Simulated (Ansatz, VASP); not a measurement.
# InSb3 in VASP and in Ansatz

Contents of INCAR:

```
ALGO     = Normal         # electronic algorithm
EDIFF    = 1E-6           # SCF threshold, eV
ENCUT    = 500            # plane-wave cutoff, eV
GGA      = CA             # functional
GGA_COMPAT= False        
ISIF     = 2              # what is computed and relaxed
ISMEAR   = 0              # smearing method
LASPH    = True           # aspherical terms in the spheres
LCHARG   = False          # write CHGCAR
LREAL    = False          # projectors in reciprocal space
LWAVE    = False          # write WAVECAR
NBANDS   = 22             # bands
NELM     = 120            # most SCF steps
PREC     = Accurate       # precision mode
SIGMA    = 0.1            # smearing width, eV
```

The input KPOINTS:

```
k-points
0
Gamma
  6 6 6
```

File POSCAR:

```
InSb3
1.0
    4.8063670000      0.0000000000      0.0000000000
    0.0000000000      4.8063670000      0.0000000000
    0.0000000000      0.0000000000      4.8063670000
In Sb
1 3
Direct
    0.0000000000      0.0000000000      0.0000000000
    0.5000000000      0.0000000000      0.5000000000
    0.0000000000      0.5000000000      0.5000000000
    0.5000000000      0.5000000000      0.0000000000
```

Input for Ansatz:

```yaml
crystal:
  lattice:
    - [4.806367, 0.0, 0.0]
    - [0.0, 4.806367, 0.0]
    - [0.0, 0.0, 4.806367]
  atoms:
    - { symbol: In, position: [0.0, 0.0, 0.0] }
    - { symbol: Sb, position: [0.5, 0.0, 0.5] }
    - { symbol: Sb, position: [0.0, 0.5, 0.5] }
    - { symbol: Sb, position: [0.5, 0.5, 0.0] }
basis:
  ecutwfc: 420
kpoints:
  mp_grid: { grid: [6, 6, 6] }
hamiltonian:
  xc: lda
scf:
  occupations: { method: gaussian, width: 0.1 }
  mixing: { beta: 0.44 }
  max_iter: 98
output:
  forces: true
  stress: true
  eigenvalues: true
```

Alike in both runs: task single point; functional LDA; k mesh 6 × 6 × 6; occupations gaussian, width 0.1 eV; no spin polarisation.

```csv
,VASP,Ansatz
version,VASP 6.6.1,Ansatz 0.2.0
potentials or method,"VASP PAW LDA potentials, release 64 (In_d, Sb), cutoff 500 eV","scalar-relativistic, plane waves, PAW"
valence electrons in the cell,28,58
```

VASP gave:

```
gap on the k mesh at the Fermi level (eV) : none
pressure (GPa)                            : -3.8
```

Problem. What did Ansatz give for the same quantities?

Solution. gap on the k mesh at the Fermi level (eV): none; pressure (GPa): -3.9.

LDA's correlation is that of Perdew and Zunger in VASP and of Perdew and Wang (1992) in Ansatz. A gap of «none» marks a metal or a gap that the smearing closes. VASP's potentials hold 28 valence electrons a cell and Ansatz's 58, so a difference there can come from the potentials and not from the codes.

Neither program's run includes spin-orbit coupling.
